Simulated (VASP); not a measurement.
# KI (I4/mmm) in VASP: a series of runs

Runs on KI. Level: PBEsol. Tasks: single point.

All numbers are computed with VASP 6.6.1; they aren't measurements. Logs are shortened: lines on timing, memory, paths and dates and some standing lists are left out, and cuts for length are marked.

### 1 The cell of the first run

Symmetry: I4/mmm, No. 139, tetragonal system. Conventional cell: a = 5.184 Å, b = 5.184 Å, c = 6.485 Å, α = 90.00°, β = 90.00°, γ = 90.00°. Within 4.3 Å of K (site symmetry 4/mmm) lie 6 I at 3.24 to 3.67 Å. Within 4.3 Å of I (site symmetry 4/mmm) lie 6 K at 3.24 to 3.67 Å.

### 2 Single point, PBEsol (strain +0.040 along x and y, -0.080 along z)

Input file INCAR:

```
SYSTEM = KI
ALGO = Normal
EDIFF = 1E-6
ENCUT = 520
GGA = PS
ISIF = 2
ISMEAR = 0
LASPH = .TRUE.
LCHARG = .FALSE.
LREAL = .FALSE.
LWAVE = .FALSE.
NBANDS = 15
NELM = 80
PREC = Accurate
SIGMA = 0.05
```

Input file KPOINTS:

```
k-points
0
G
  6 6 6
  0 0 0
```

Input file POSCAR:

```
KI
1.0
    0.0000000000      3.6655320000      3.2425860000
    3.6655320000      0.0000000000      3.2425860000
    3.6655320000      3.6655320000      0.0000000000
K I
1 1
Direct
    0.0000000000      0.0000000000      0.0000000000
    0.5000000000      0.5000000000      0.5000000000
```

Potentials or basis: VASP PAW PBE potentials, release 64 (K_sv, I).

Run with:

```console
> cat potpaw_PBE.64/K_sv/POTCAR potpaw_PBE.64/I/POTCAR > POTCAR
> mpirun -np 1 vasp_std > vasp.out
```

OUTCAR:

```text
SYSTEM = KI
   EDIFF = 1E-6
   ENCUT = 520
   GGA = PS
   ISIF = 2
   ISMEAR = 0
   LASPH = .TRUE.
   LREAL = .FALSE.
   NELM = 80
   PREC = Accurate

 ion  position               nearest neighbor table
   1  0.000  0.000  0.000-   2 3.24   2 3.24   2 3.67   2 3.67   2 3.67   2 3.67
   2  0.500  0.500  0.500-   1 3.24   1 3.24   1 3.67   1 3.67   1 3.67   1 3.67

  LATTYP: Found a body centered tetragonal cell.
 ALAT       =     5.1838450677
 C/A-ratio  =     1.2510350744

  Lattice vectors:

 A1 = (   0.0000000000,  -3.6655320000,  -3.2425860000)
 A2 = (   0.0000000000,   3.6655320000,  -3.2425860000)
 A3 = (   3.6655320000,   0.0000000000,   3.2425860000)

Analysis of symmetry for initial positions (statically):
=====================================================================
 Subroutine PRICEL returns:
 Original cell was already a primitive cell.

 Routine SETGRP: Setting up the symmetry group for a
 body centered tetragonal supercell.

 Subroutine GETGRP returns: Found 16 space group operations
 (whereof 16 operations were pure point group operations)
 out of a pool of 16 trial point group operations.

The static configuration has the point symmetry D_4h.

Analysis of symmetry for dynamics (positions and initial velocities):
=====================================================================
 Subroutine PRICEL returns:
 Original cell was already a primitive cell.

 Routine SETGRP: Setting up the symmetry group for a
 body centered tetragonal supercell.

 Subroutine GETGRP returns: Found 16 space group operations
 (whereof 16 operations were pure point group operations)
 out of a pool of 16 trial point group operations.

The dynamic configuration has the point symmetry D_4h.

 Subroutine INISYM returns: Found 16 space group operations
 (whereof 16 operations are pure point group operations),
 and found     1 'primitive' translations

----------------------------------------------------------------------------------------

                                     Primitive cell

  volume of cell :      87.1356

  direct lattice vectors                    reciprocal lattice vectors
     0.000000000  3.665532000  3.242586000    -0.136405848  0.136405848  0.154197915
     3.665532000  0.000000000  3.242586000     0.136405848 -0.136405848  0.154197915
     3.665532000  3.665532000  0.000000000     0.136405848  0.136405848 -0.154197915

  length of vectors
     4.893923662  4.893923662  5.183845068     0.246961753  0.246961753  0.246961753

  position of ions in fractional coordinates (direct lattice)
     0.000000000  0.000000000  0.000000000
     0.500000000  0.500000000  0.500000000

  ion indices of the primitive-cell ions
   primitive index   ion index
                 1           1
                 2           2

----------------------------------------------------------------------------------------

 KPOINTS: k-points

Automatic generation of k-mesh.
 Grid dimensions read from file:
 generate k-points for:    6    6    6

 Generating k-lattice:

  Cartesian coordinates                     Fractional coordinates (reciprocal lattice)
    -0.022734308  0.022734308  0.025699652     0.166666667  0.000000000  0.000000000
     0.022734308 -0.022734308  0.025699652     0.000000000  0.166666667  0.000000000
     0.022734308  0.022734308 -0.025699652     0.000000000  0.000000000  0.166666667

  Length of vectors
     0.041160292  0.041160292  0.041160292

  Shift w.r.t. Gamma in fractional coordinates (k-lattice)
     0.000000000  0.000000000  0.000000000

 Subroutine IBZKPT returns following result:
 ===========================================

 Found     30 irreducible k-points:

 Following reciprocal coordinates:
            Coordinates               Weight
  0.000000  0.000000  0.000000      1.000000
  0.166667  0.000000  0.000000      8.000000
  0.333333  0.000000  0.000000      8.000000
  0.500000  0.000000  0.000000      4.000000
  0.166667  0.166667  0.000000      2.000000
  0.333333  0.166667  0.000000      8.000000
[... 16 lines left out ...]
  0.333333  0.000000  0.333333      4.000000
  0.500000  0.000000  0.333333     16.000000
 [... further k-points ...]
   k-points           NKPTS =     30   k-points in BZ     NKDIM =     30   number of bands    NBANDS=     15
   number of dos      NEDOS =    301   number of ions     NIONS =      2
   total plane-waves  NPLWV =  51840
   dimension x,y,z NGX =    36 NGY =   36 NGZ =   40
   dimension x,y,z NGXF=    72 NGYF=   72 NGZF=   80
   ions per type =               1   1
   NGX,Y,Z   is equivalent  to a cutoff of  12.23, 12.23, 12.83 a.u.
   NGXF,Y,Z  is equivalent  to a cutoff of  24.46, 24.46, 25.66 a.u.
 SYSTEM =  KI
   PREC   = accura    normal or accurate (medium, high low for compatibility)
   ISTART =      0    job   : 0-new  1-cont  2-samecut
   ICHARG =      2    charge: 1-file 2-atom 10-const
   ISPIN  =      1    spin polarized calculation?
   LNONCOLLINEAR =      F non collinear calculations
[... 63 lines left out ...]
      3     -12.2789      2.00000
      4     -12.2789      2.00000
      5     -11.0194      2.00000
      6      -0.4564      2.00000
      7      -0.4564      2.00000
      8      -0.4048      2.00000
      9       3.3667      0.00000
     10       5.7573      0.00000
     11       5.7573      0.00000
     12       6.4548      0.00000
     13       6.5242      0.00000
     14       7.0766      0.00000
     15       9.2469      0.00000

 k-point     2 :       0.1667    0.0000    0.0000
  band No.  band energies     occupation
      1     -28.7236      2.00000
      2     -12.3688      2.00000
      3     -12.2865      2.00000
      4     -12.2813      2.00000
      5     -10.9151      2.00000
      6      -0.8842      2.00000
      7      -0.5615      2.00000
      8      -0.5278      2.00000
      9       3.9864      0.00000
     10       5.8440      0.00000
     11       6.0738      0.00000
     12       6.5904      0.00000
     13       6.7766      0.00000
     14       7.4629      0.00000
     15      10.1607      0.00000

 k-point     3 :       0.3333    0.0000    0.0000
  band No.  band energies     occupation
      1     -28.7223      2.00000
      2     -12.4737      2.00000
      3     -12.2880      2.00000
      4     -12.2862      2.00000
      5     -10.7241      2.00000
      6      -1.5638      2.00000
      7      -0.7527      2.00000
      8      -0.7168      2.00000
      9       4.7547      0.00000
     10       6.4595      0.00000
     11       6.7427      0.00000
     12       7.2434      0.00000
     13       7.7086      0.00000
     14       8.3925      0.00000
     15       9.0336      0.00000

 k-point     4 :       0.5000    0.0000    0.0000
  band No.  band energies     occupation
      1     -28.7217      2.00000
      2     -12.5197      2.00000
      3     -12.2887      2.00000
      4     -12.2881      2.00000
      5     -10.6341      2.00000
      6      -1.8461      2.00000
      7      -0.8405      2.00000
      8      -0.8047      2.00000
      9       4.9341      0.00000
     10       7.1411      0.00000
     11       7.2172      0.00000
     12       8.2674      0.00000
     13       8.2687      0.00000
     14       8.3208      0.00000
     15       8.6139      0.00000
[... 307 lines left out ...]
 k-point    22 :      -0.3333    0.5000    0.1667
  band No.  band energies     occupation
      1     -28.7204      2.00000
      2     -12.3599      2.00000
      3     -12.3197      2.00000
      4     -12.3131      2.00000
      5     -10.8264      2.00000
      6      -1.2241      2.00000
      7      -1.1322      2.00000
      8      -1.0205      2.00000
      9       4.9536      0.00000
     10       5.9345      0.00000
     11       6.7791      0.00000
     12       8.0214      0.00000
     13       8.2571      0.00000
     14       8.9227      0.00000
     15       9.5168      0.00000

 k-point    23 :       0.3333    0.0000    0.3333
  band No.  band energies     occupation
      1     -28.7221      2.00000
      2     -12.3348      2.00000
      3     -12.3311      2.00000
      4     -12.2857      2.00000
      5     -10.8871      2.00000
      6      -1.4198      2.00000
      7      -0.7017      2.00000
      8      -0.6438      2.00000
      9       4.6649      0.00000
     10       5.1475      0.00000
     11       7.2937      0.00000
     12       7.5277      0.00000
     13       7.9494      0.00000
     14       8.4467      0.00000
     15       9.1825      0.00000

 k-point    24 :       0.5000    0.0000    0.3333
  band No.  band energies     occupation
      1     -28.7215      2.00000
      2     -12.3839      2.00000
      3     -12.3198      2.00000
      4     -12.2913      2.00000
      5     -10.8162      2.00000
      6      -1.4718      2.00000
      7      -0.9710      2.00000
      8      -0.7485      2.00000
      9       4.8385      0.00000
     10       5.7414      0.00000
     11       7.1219      0.00000
     12       7.7957      0.00000
     13       8.3170      0.00000
     14       8.8850      0.00000
     15       9.1360      0.00000

 [... further k-points ...]

------------------------ aborting loop because EDIFF is reached ----------------------------------------

  FORCE on cell =-STRESS in cart. coord.  units (eV):
  Direction    XX          YY          ZZ          XY          YZ          ZX
  --------------------------------------------------------------------------------------
  -------------------------------------------------------------------------------------
  Total       -0.4640454     -0.4640454      1.7864297      0.0000000      0.0000000      0.0000000
  in kB       -8.5324846     -8.5324846     32.8473991      0.0000000      0.0000000      0.0000000
  external PRESSURE =       5.2608100 kB  Pullay stress =       0.0000000 kB

 VOLUME and BASIS-vectors are now :
 -----------------------------------------------------------------------------
  energy-cutoff  :      520.00
  volume of cell :       87.14
      direct lattice vectors                 reciprocal lattice vectors
     0.000000000  3.665532000  3.242586000    -0.136405848  0.136405848  0.154197915
     3.665532000  0.000000000  3.242586000     0.136405848 -0.136405848  0.154197915
     3.665532000  3.665532000  0.000000000     0.136405848  0.136405848 -0.154197915

 POSITION                                       TOTAL-FORCE (eV/Angst)
 -----------------------------------------------------------------------------------
      0.00000      0.00000      0.00000        -0.000000      0.000000      0.000000
      3.66553      3.66553      3.24259         0.000000     -0.000000      0.000000
 -----------------------------------------------------------------------------------
    total drift:                                0.000000      0.000000      0.000000

  FREE ENERGIE OF THE ION-ELECTRON SYSTEM (eV)
  ---------------------------------------------------
  free  energy   TOTEN  =        -5.7332940987 eV

  energy  without entropy=       -5.7332940987  energy(sigma->0) =       -5.73329410
```

It took 46 s on 1 thread of AMD EPYC 7R43 (Zen 3), shared host; peak memory 0.19 GiB.

What came out:

- Free energy: -5.7333 eV
- Pressure: 0.5 GPa
- Band gap on the k mesh: 3.77 eV

Levels at points of the mesh, in eV from the valence-band top:
| k point | band 4 | band 5 | band 6 | band 7 | band 8 | band 9 | band 10 | band 11 | band 12 | band 13 |
| --- | --- | --- | --- | --- | --- | --- | --- | --- | --- | --- |
| (0.00, 0.00, 0.00) | -11.87 | -10.61 | -0.05 | -0.05 | 0.00 | 3.77 | 6.16 | 6.16 | 6.86 | 6.93 |
| (0.50, 0.00, 0.00) | -11.88 | -10.23 | -1.44 | -0.44 | -0.40 | 5.34 | 7.55 | 7.62 | 8.67 | 8.67 |
| (0.50, 0.50, 0.00) | -11.90 | -10.44 | -0.93 | -0.55 | -0.55 | 4.69 | 5.78 | 8.30 | 8.81 | 8.95 |
| (0.50, 0.00, 0.50) | -11.88 | -10.48 | -1.13 | -0.38 | -0.29 | 4.83 | 5.67 | 7.94 | 8.45 | 8.80 |

Caveat: the cell differs from its parent crystal (strain +0.040 along x and y, -0.080 along z); the PAW data sets were made with another functional, which shifts forces and pressure a little; spin-orbit coupling is left out, which moves the levels of the heavy elements.

### 3 Single point, PBEsol (strain +0.040 along x and y, -0.040 along z)

Input file INCAR:

```
PREC = Accurate
ENCUT = 520
EDIFF = 1E-6
ISMEAR = 0
SIGMA = 0.05
LREAL = F
LASPH = T
NELM = 100
ALGO = Normal
ISIF = 2
LWAVE = F
LCHARG = F
GGA = PS
NBANDS = 15
```

Input file KPOINTS:

```
regular mesh
0
Gamma
  6 6 6
```

Input file POSCAR:

```
KI
1.0
    0.0000000000      3.6655320000      3.3835680000
    3.6655320000      0.0000000000      3.3835680000
    3.6655320000      3.6655320000      0.0000000000
K I
1 1
Direct
    0.0000000000      0.0000000000      0.0000000000
    0.5000000000      0.5000000000      0.5000000000
```

Potentials or basis: VASP PAW PBE potentials, release 64 (K_sv, I).

Run with:

```console
> cat potpaw_PBE.64/K_sv/POTCAR potpaw_PBE.64/I/POTCAR > POTCAR
> mpirun -np 1 vasp_std > vasp.out
```

It took 47 s on 1 thread of AMD EPYC 7R43 (Zen 3), shared host; peak memory 0.21 GiB.

It converged, with:

```yaml
Free_energy: -5.7810 eV
Pressure: -0.3 GPa
Band_gap_on_the_k_mesh: 3.74 eV
```

Stress tensor (GPa, compression positive):
```
-0.97  0.00  0.00
 0.00 -0.97  0.00
 0.00  0.00  0.94
```

Levels at points of the mesh, in eV from the valence-band top:
| k point | band 4 | band 5 | band 6 | band 7 | band 8 | band 9 | band 10 | band 11 | band 12 | band 13 |
| --- | --- | --- | --- | --- | --- | --- | --- | --- | --- | --- |
| (0.00, 0.00, 0.00) | -11.93 | -10.51 | -0.01 | -0.01 | 0.00 | 3.74 | 6.29 | 6.29 | 6.77 | 6.99 |
| (0.50, 0.00, 0.00) | -11.93 | -10.23 | -1.30 | -0.35 | -0.32 | 5.34 | 7.48 | 7.72 | 8.36 | 8.62 |
| (0.50, 0.50, 0.00) | -11.95 | -10.36 | -0.91 | -0.44 | -0.44 | 4.83 | 5.66 | 8.18 | 8.63 | 8.70 |
| (0.50, 0.00, 0.50) | -11.94 | -10.38 | -1.00 | -0.36 | -0.28 | 4.91 | 5.60 | 7.96 | 8.36 | 8.63 |

Caveat: the cell differs from its parent crystal (strain +0.040 along x and y, -0.040 along z); the PAW data sets were made with another functional, which shifts forces and pressure a little; spin-orbit coupling is left out, which moves the levels of the heavy elements.

### 4 Single point, PBEsol (strain +0.000 along x and y, +0.080 along z)

Input file INCAR:

```
  ALGO = Normal
  EDIFF = 1E-6
  ENCUT = 520
  GGA = PS
  ISIF = 2
  ISMEAR = 0
  LASPH = T
  LCHARG = F
  LREAL = F
  LWAVE = F
  NBANDS = 15
  NELM = 80
  PREC = Accurate
  SIGMA = 0.05
```

Input file KPOINTS:

```
k-points
0
Gamma
  6 6 6
```

Input file POSCAR:

```
KI
1.0
    0.0000000000      3.5245500000      3.8065140000
    3.5245500000      0.0000000000      3.8065140000
    3.5245500000      3.5245500000      0.0000000000
K I
1 1
Direct
    0.0000000000      0.0000000000      0.0000000000
    0.5000000000      0.5000000000      0.5000000000
```

Run with:

```console
> cat potpaw_PBE.64/K_sv/POTCAR potpaw_PBE.64/I/POTCAR > POTCAR
> mpirun -np 1 vasp_std > vasp.out
```

Wall time 48 s (1 thread of AMD EPYC 7R43 (Zen 3), shared host); peak memory 0.21 GiB.

It converged, with:

- Free energy: -5.7758 eV
- Pressure: -0.7 GPa
- Band gap on the k mesh: 3.68 eV

Stress tensor (GPa, compression positive):
```
-0.40  0.00  0.00
 0.00 -0.40  0.00
 0.00  0.00 -1.37
```

Levels at points of the mesh, in eV from the valence-band top:
| k point | band 4 | band 5 | band 6 | band 7 | band 8 | band 9 | band 10 | band 11 | band 12 | band 13 |
| --- | --- | --- | --- | --- | --- | --- | --- | --- | --- | --- |
| (0.00, 0.00, 0.00) | -11.99 | -10.45 | 0.00 | 0.00 | 0.00 | 3.68 | 6.17 | 6.62 | 6.62 | 7.03 |
| (0.50, 0.00, 0.00) | -11.99 | -10.22 | -1.21 | -0.31 | -0.28 | 5.32 | 7.36 | 7.70 | 8.23 | 8.56 |
| (0.50, 0.50, 0.00) | -12.00 | -10.35 | -0.94 | -0.27 | -0.27 | 4.97 | 5.52 | 7.89 | 8.08 | 8.49 |
| (0.50, 0.00, 0.50) | -12.01 | -10.32 | -0.90 | -0.42 | -0.31 | 4.93 | 5.56 | 8.04 | 8.42 | 8.51 |

Caveat: the cell differs from its parent crystal (strain +0.000 along x and y, +0.080 along z); the PAW data sets were made with another functional, which shifts forces and pressure a little; spin-orbit coupling is left out, which moves the levels of the heavy elements.

### 5 Single point, PBEsol (strain +0.080 along x and y, -0.080 along z)

Input file INCAR:

```
SYSTEM = KI
ALGO = Normal
EDIFF = 1E-6
ENCUT = 520
GGA = PS
ISIF = 2
ISMEAR = 0
LASPH = .TRUE.
LCHARG = .FALSE.
LREAL = .FALSE.
LWAVE = .FALSE.
NBANDS = 15
NELM = 80
PREC = Accurate
SIGMA = 0.05
```

Input file KPOINTS:

```
k-points
0
G
  6 6 6
  0 0 0
```

Input file POSCAR:

```
KI
1.0
    0.0000000000      3.8065140000      3.2425860000
    3.8065140000      0.0000000000      3.2425860000
    3.8065140000      3.8065140000      0.0000000000
K I
1 1
Direct
    0.0000000000      0.0000000000      0.0000000000
    0.5000000000      0.5000000000      0.5000000000
```

Run with:

```console
> cat potpaw_PBE.64/K_sv/POTCAR potpaw_PBE.64/I/POTCAR > POTCAR
> mpirun -np 1 vasp_std > vasp.out
```

Wall time 54 s (1 thread of AMD EPYC 7R43 (Zen 3), shared host); peak memory 0.21 GiB.

The run converged. Its results:

| Item | Value |
| --- | --- |
| Free energy | -5.6860 eV |
| Pressure | 0.1 GPa |
| Band gap on the k mesh | 3.65 eV |

Stress tensor (GPa, compression positive):
```
-1.32  0.00  0.00
 0.00 -1.32  0.00
 0.00  0.00  2.79
```

Levels at points of the mesh, in eV from the valence-band top:
| k point | band 4 | band 5 | band 6 | band 7 | band 8 | band 9 | band 10 | band 11 | band 12 | band 13 |
| --- | --- | --- | --- | --- | --- | --- | --- | --- | --- | --- |
| (0.00, 0.00, 0.00) | -11.97 | -10.50 | -0.03 | -0.03 | 0.00 | 3.65 | 6.18 | 6.18 | 6.80 | 7.13 |
| (0.50, 0.00, 0.00) | -11.97 | -10.18 | -1.27 | -0.37 | -0.34 | 5.29 | 7.29 | 7.41 | 8.58 | 8.63 |
| (0.50, 0.50, 0.00) | -11.99 | -10.36 | -0.79 | -0.51 | -0.51 | 4.82 | 5.73 | 8.32 | 8.65 | 8.73 |
| (0.50, 0.00, 0.50) | -11.97 | -10.40 | -0.99 | -0.33 | -0.20 | 5.00 | 5.53 | 7.85 | 8.03 | 8.67 |

Caveat: the cell differs from its parent crystal (strain +0.080 along x and y, -0.080 along z); the PAW data sets were made with another functional, which shifts forces and pressure a little; spin-orbit coupling is left out, which moves the levels of the heavy elements.

### 6 Summary

| cell | gap on the mesh (eV) | pressure (GPa) |
| --- | --- | --- |
| a = 4.894, b = 4.894, c = 5.184 Å, angles 58.0, 58.0, 64.0°, 2 atoms | 3.77 | 0.5 |
| a = 4.988, b = 4.988, c = 5.184 Å, angles 58.7, 58.7, 62.6°, 2 atoms | 3.74 | -0.3 |
| a = 5.188, b = 5.188, c = 4.984 Å, angles 61.3, 61.3, 57.4°, 2 atoms | 3.68 | -0.7 |
| a = 5.000, b = 5.000, c = 5.383 Å, angles 57.4, 57.4, 65.1°, 2 atoms | 3.65 | 0.1 |

Alike in all rows: task single point; level PBEsol; potentials or basis VASP PAW PBE potentials, release 64 (K_sv, I); no spin polarisation; k mesh 6 × 6 × 6; cutoff (eV) 520; smearing gaussian 0.05 eV.

Caveats: the PAW data sets were made with another functional, which shifts forces and pressure a little; spin-orbit coupling is left out, which moves the levels of the heavy elements.

Total energies depend on the potentials used, so only differences within one code and one set of settings carry meaning.
